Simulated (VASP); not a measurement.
# Mn (P6_3/mmc) in VASP: single point with PBEsol

Aim: the single point of Mn with PBEsol.

Everything below comes from runs of VASP 6.6.1. Logs are shortened: lines on timing, memory, paths and dates and some standing lists are left out, and cuts for length are marked.

**1. The cell of the first run**

Symmetry: P6_3/mmc, No. 194, hexagonal system. The conventional cell has a = 2.484 Å, b = 2.484 Å, c = 4.026 Å, α = 90.00°, β = 90.00°, γ = 120.00°. Mn (site symmetry -6m2) has 12 Mn at 2.47 to 2.48 Å within 3.3 Å.

**2. Single point, PBEsol, collinear spin, ferromagnetic start**

Input file INCAR:

```
PREC = Accurate
ENCUT = 520
EDIFF = 1E-7
ISMEAR = -1
SIGMA = 0.1
LREAL = False
LASPH = True
NELM = 150
ALGO = Normal
ISIF = 2
LWAVE = False
LCHARG = True
ISPIN = 2
MAGMOM = 4 4
LORBIT = 11
LMAXMIX = 4
GGA = PS
LELF = True
LVHAR = True
NBANDS = 24
```

Input file KPOINTS:

```
regular mesh
0
Gamma
  10 10 6
```

Input file POSCAR:

```
Mn
1.0
    2.4836460000      0.0000000000      0.0000000000
   -1.2418230000      2.1509000000      0.0000000000
    0.0000000000      0.0000000000      4.0261950000
Mn
2
Direct
    0.6666666667      0.3333333333      0.7500000000
    0.3333333333      0.6666666667      0.2500000000
```

Potentials or basis: VASP PAW PBE potentials, release 64 (Mn_pv).

The run is started by

```sh
$ cat potpaw_PBE.64/Mn_pv/POTCAR > POTCAR
$ mpirun -np 1 vasp_std > vasp.out
```

OUTCAR:

```text
PREC = Accurate
   ENCUT = 520
   EDIFF = 1E-7
   ISMEAR = -1
   LREAL = False
   LASPH = True
   NELM = 150
   ISIF = 2
   ISPIN = 2
   LORBIT = 11
   GGA = PS

 ion  position               nearest neighbor table
   1  0.667  0.333  0.750-   2 2.47   2 2.47   2 2.47   2 2.47   2 2.47   2 2.47
   2  0.333  0.667  0.250-   1 2.47   1 2.47   1 2.47   1 2.47   1 2.47   1 2.47

  LATTYP: Found a hexagonal cell.
 ALAT       =     2.4836460000
 C/A-ratio  =     1.6210824731

  Lattice vectors:

 A1 = (   2.4836460000,   0.0000000000,   0.0000000000)
 A2 = (  -1.2418230000,   2.1509000000,   0.0000000000)
 A3 = (   0.0000000000,   0.0000000000,   4.0261950000)

Analysis of symmetry for initial positions (statically):
=====================================================================
 Subroutine PRICEL returns:
 Original cell was already a primitive cell.

 Routine SETGRP: Setting up the symmetry group for a
 hexagonal supercell.

 Subroutine GETGRP returns: Found 24 space group operations
 (whereof 12 operations were pure point group operations)
 out of a pool of 24 trial point group operations.

The static configuration has the point symmetry D_3d.
 The point group associated with its full space group is D_6h.

Analysis of symmetry for dynamics (positions and initial velocities):
=====================================================================
 Subroutine PRICEL returns:
 Original cell was already a primitive cell.

 Routine SETGRP: Setting up the symmetry group for a
 hexagonal supercell.

 Subroutine GETGRP returns: Found 24 space group operations
 (whereof 12 operations were pure point group operations)
 out of a pool of 24 trial point group operations.

The dynamic configuration has the point symmetry D_3d.
 The point group associated with its full space group is D_6h.

Analysis of structural, dynamic, and magnetic symmetry:
=====================================================================
 Subroutine PRICEL returns:
 Original cell was already a primitive cell.

 Routine SETGRP: Setting up the symmetry group for a
 hexagonal supercell.

 Subroutine GETGRP returns: Found 24 space group operations
 (whereof 12 operations were pure point group operations)
 out of a pool of 24 trial point group operations.

The overall configuration has the point symmetry D_3d.
 The point group associated with its full space group is D_6h.

 Subroutine INISYM returns: Found 24 space group operations
 (whereof 12 operations are pure point group operations),
 and found     1 'primitive' translations

----------------------------------------------------------------------------------------

                                     Primitive cell

  volume of cell :      21.5082

  direct lattice vectors                    reciprocal lattice vectors
     2.483646000  0.000000000  0.000000000     0.402633870  0.232460830  0.000000000
    -1.241823000  2.150900000  0.000000000     0.000000000  0.464921661  0.000000000
     0.000000000  0.000000000  4.026195000     0.000000000  0.000000000  0.248373464

  length of vectors
     2.483646000  2.483645541  4.026195000     0.464921575  0.464921661  0.248373464

  position of ions in fractional coordinates (direct lattice)
     0.666666667  0.333333333  0.750000000
     0.333333333  0.666666667  0.250000000

  ion indices of the primitive-cell ions
   primitive index   ion index
                 1           1
                 2           2

----------------------------------------------------------------------------------------

 KPOINTS: regular mesh

Automatic generation of k-mesh.
 Grid dimensions read from file:
 generate k-points for:   10   10    6

 Generating k-lattice:

  Cartesian coordinates                     Fractional coordinates (reciprocal lattice)
     0.040263387  0.023246083  0.000000000     0.100000000  0.000000000  0.000000000
     0.000000000  0.046492166  0.000000000     0.000000000  0.100000000  0.000000000
     0.000000000  0.000000000  0.041395577     0.000000000  0.000000000  0.166666667

  Length of vectors
     0.046492157  0.046492166  0.041395577

  Shift w.r.t. Gamma in fractional coordinates (k-lattice)
     0.000000000  0.000000000  0.000000000

 Subroutine IBZKPT returns following result:
 ===========================================

 Found     56 irreducible k-points:

 Following reciprocal coordinates:
            Coordinates               Weight
  0.000000  0.000000  0.000000      1.000000
  0.100000  0.000000  0.000000      6.000000
  0.200000  0.000000  0.000000      6.000000
  0.300000 -0.000000  0.000000      6.000000
  0.400000  0.000000  0.000000      6.000000
  0.500000  0.000000  0.000000      3.000000
[... 16 lines left out ...]
  0.300000  0.100000  0.166667     24.000000
  0.400000  0.100000  0.166667     24.000000
 [... further k-points ...]
   k-points           NKPTS =     56   k-points in BZ     NKDIM =     56   number of bands    NBANDS=     24
   number of dos      NEDOS =    301   number of ions     NIONS =      2
   total plane-waves  NPLWV =   9720
   dimension x,y,z NGX =    18 NGY =   18 NGZ =   30
   dimension x,y,z NGXF=    36 NGYF=   36 NGZF=   60
   ions per type =               2
   NGX,Y,Z   is equivalent  to a cutoff of  12.05, 12.05, 12.39 a.u.
   NGXF,Y,Z  is equivalent  to a cutoff of  24.10, 24.10, 24.77 a.u.
 SYSTEM =  unknown system
   PREC   = accura    normal or accurate (medium, high low for compatibility)
   ISTART =      0    job   : 0-new  1-cont  2-samecut
   ICHARG =      2    charge: 1-file 2-atom 10-const
   ISPIN  =      2    spin polarized calculation?
   LNONCOLLINEAR =      F non collinear calculations
   LSORBIT =      F    spin-orbit coupling
   LASPH  =      T    aspherical Exc in radial PAW
   ENCUT  =  520.0 eV  38.22 Ry    6.18 a.u.   4.62  4.62  7.49*2*pi/ulx,y,z
   NELM   =    150;   NELMIN=  2; NELMDL= -5     # of ELM steps
   EDIFF  = 0.1E-06   stopping-criterion for ELM
   LREAL  =      F    real-space projection
   EDIFFG = 0.1E-05   stopping-criterion for IOM
   NSW    =      0    number of steps for IOM
   IBRION =     -1    ionic relax: 0-MD 1-quasi-New 2-CG
   NFREE  =      0    steps in history (QN), initial steepest desc. (CG)
   ISIF   =      2    stress and relaxation
   ISYM   =      2    0-nonsym 1-usesym 2-fastsym
   POTIM  = 0.5000    time-step for ionic-motion
   TEBEG  =    0.0;   TEEND  =   0.0 temperature during run
   PSTRESS=    0.0 pullay stress
   NELECT =      26.0000    total number of electrons
   NUPDOWN=      -1.0000    fix difference up-down
   EMIN   =  10.00;   EMAX   =-10.00  energy-range for DOS
   EFERMI =   0.00;   METHOD = LEGACY
   ISMEAR =    -1;   SIGMA  =   0.10  broadening in eV -4-tet -1-fermi 0-gaus
   EFERMI_NEDOS =   21; number of points for ismear=-14 and -15
   IALGO  =     38    algorithm
   IMIX   =      4    mixing-type and parameters
     AMIX     =   0.40;   BMIX     =  1.00
     AMIX_MAG =   1.60;   BMIX_MAG =  1.00
  volume/ion in A,a.u.               =      10.75        72.57
  Fermi-wavevector in a.u.,A,eV,Ry     =   1.743938  3.295565 41.379667  3.041320
  Thomas-Fermi vector in A             =   2.815914
   LORBIT       =     11    0 simple, 1 ext, 2 COOP (PROOUT), +10 PAW based schemes
   GGA     = PS    functional components
   LHFCALC =     F    Hartree Fock is set to
   AEXX    =    0.0000 exact exchange contribution
   IVDW    =     0    specifies the selected vdW correction
   LEPSILON=     F    determine dielectric tensor
   LRPA    =     F    only Hartree local field effects (RPA)
 spin polarized calculation
  energy-cutoff  :      520.00
  volume of cell :       21.51
 maximum number of plane-waves:       588
   NGX =  9   NGY =  9   NGZ = 15

 number of electron      26.0000029 magnetization       1.1627507

 number of electron      26.0000029 magnetization      -0.0003423

 Free energy of the ion-electron system (eV)
  ---------------------------------------------------
  ext. energy  EPLUGINS =         0.00000000
  ---------------------------------------------------
  free energy    TOTEN  =       -19.42858343 eV

  energy without entropy =      -19.33293869  energy(sigma->0) =      -19.38076106

 E-fermi :  10.1987     XC(G=0): -14.1829

 val. band max:       10.1775039610   @ k =   0.4000   0.1000   0.3333
 cond. band min:      10.2120579808   @ k =   0.1000   0.0000   0.0000
 fundamental gap:      0.0345540198
 Fermi energy:        10.1986907774

 spin component 1

 k-point     1 :       0.0000    0.0000    0.0000
  band No.  band energies     occupation
      1     -37.9270      1.00000
      2     -37.2600      1.00000
      3     -37.2600      1.00000
      4     -37.1555      1.00000
      5     -37.1555      1.00000
      6     -37.1478      1.00000
[... 16 lines left out ...]
     23      36.5358      0.00000
     24      36.5358      0.00000
[... 598 lines left out ...]
      2     -37.7252      1.00000
      3     -37.5349      1.00000
      4     -37.4362      1.00000
      5     -37.3294      1.00000
      6     -37.2835      1.00000
[... 16 lines left out ...]
     23      28.6167      0.00000
     24      30.4265      0.00000

 [... further k-points ...]

 spin component 2

 k-point     1 :       0.0000    0.0000    0.0000
  band No.  band energies     occupation
      1     -37.9272      1.00000
      2     -37.2601      1.00000
      3     -37.2601      1.00000
      4     -37.1556      1.00000
      5     -37.1556      1.00000
      6     -37.1480      1.00000
[... 16 lines left out ...]
     23      36.5357      0.00000
     24      36.5358      0.00000
[... 598 lines left out ...]
      2     -37.7254      1.00000
      3     -37.5351      1.00000
      4     -37.4364      1.00000
      5     -37.3296      1.00000
      6     -37.2837      1.00000
[... 16 lines left out ...]
     23      28.6166      0.00000
     24      30.4264      0.00000

 [... further k-points ...]
[... 5 lines left out ...]
  --------------------------------------------------------------------------------------
  -------------------------------------------------------------------------------------
  Total       -1.4880384     -1.4880377     -1.6176659      0.0000000     -0.0000000      0.0000000
  in kB     -110.8459965   -110.8459419   -120.5021204      0.0000000     -0.0000000      0.0000000
  external PRESSURE =    -114.0646863 kB  Pullay stress =       0.0000000 kB

 VOLUME and BASIS-vectors are now :
 -----------------------------------------------------------------------------
  energy-cutoff  :      520.00
  volume of cell :       21.51
      direct lattice vectors                 reciprocal lattice vectors
     2.483646000  0.000000000  0.000000000     0.402633870  0.232460830  0.000000000
    -1.241823000  2.150900000  0.000000000     0.000000000  0.464921661  0.000000000
     0.000000000  0.000000000  4.026195000     0.000000000  0.000000000  0.248373464

 POSITION                                       TOTAL-FORCE (eV/Angst)
 -----------------------------------------------------------------------------------
      1.24182      0.71697      3.01965        -0.000000      0.000000      0.000000
     -0.00000      1.43393      1.00655         0.000000      0.000000      0.000000
 -----------------------------------------------------------------------------------
    total drift:                               -0.000000      0.000000     -0.000000

  FREE ENERGIE OF THE ION-ELECTRON SYSTEM (eV)
  ---------------------------------------------------
  free  energy   TOTEN  =       -19.4285834332 eV

  energy  without entropy=      -19.3329386949  energy(sigma->0) =      -19.38076106

 total charge

# of ion       s       p       d       tot
------------------------------------------
    1        0.429   6.403   5.157  11.990
    2        0.429   6.403   5.157  11.990
--------------------------------------------------
tot          0.858  12.807  10.314  23.979

 magnetization (x)

# of ion       s       p       d       tot
------------------------------------------
    1        0.000  -0.000  -0.000  -0.000
    2        0.000  -0.000  -0.000  -0.000
--------------------------------------------------
tot          0.000  -0.000  -0.000  -0.000
```

Run time: 29 s. Hardware: 1 thread of Intel Xeon 6975P-C, shared host; peak memory 0.16 GiB.

Results:

| Quantity | Value |
| --- | --- |
| Free energy | -19.4286 eV |
| Pressure | -11.4 GPa |
| Band gap on the k mesh | zero (filled and empty bands overlap) |
| Net moment | 0.00 μB per cell |
| Valence electrons inside the program's atomic spheres | Mn 11.99 |

Caveat: the starting moments collapsed, and a magnetic state may lie lower; the PAW data sets were made with another functional, which shifts forces and pressure a little.
